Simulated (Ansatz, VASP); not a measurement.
# Two plane-wave programs on CaMg

```
CELL_PARAMETERS angstrom
3.55412 0.00000 0.00000
0.00000 3.55412 0.00000
0.00000 0.00000 5.03192
ATOMIC_POSITIONS crystal
Ca 0.00000 0.00000 0.00000
Mg 0.50000 0.50000 0.50000
```

Alike in both runs: task single point; functional LDA; k mesh 14 × 14 × 14; occupations gaussian, width 0.15 eV; no spin polarisation.

```csv
,VASP,Ansatz
version,VASP 6.6.1,Ansatz 0.2.0
potentials or method,"VASP PAW LDA potentials, release 64 (Ca_sv, Mg), cutoff 520 eV","scalar-relativistic, plane waves, PAW"
valence electrons in the cell,12,20
```

```tsv
	VASP	Ansatz	Ansatz less VASP
gap on the k mesh at the Fermi level (eV)	none	none	-
pressure (GPa)	-2.4	-2.2	+0.21
traceless stress, the component that is largest in VASP (GPa)	-1.29	-1.22	+0.075
```

LDA's correlation is that of Perdew and Zunger in VASP and of Perdew and Wang (1992) in Ansatz. A gap of «none» marks a metal or a gap that the smearing closes. VASP's potentials hold 12 valence electrons a cell and Ansatz's 20, so a difference there can come from the potentials and not from the codes.
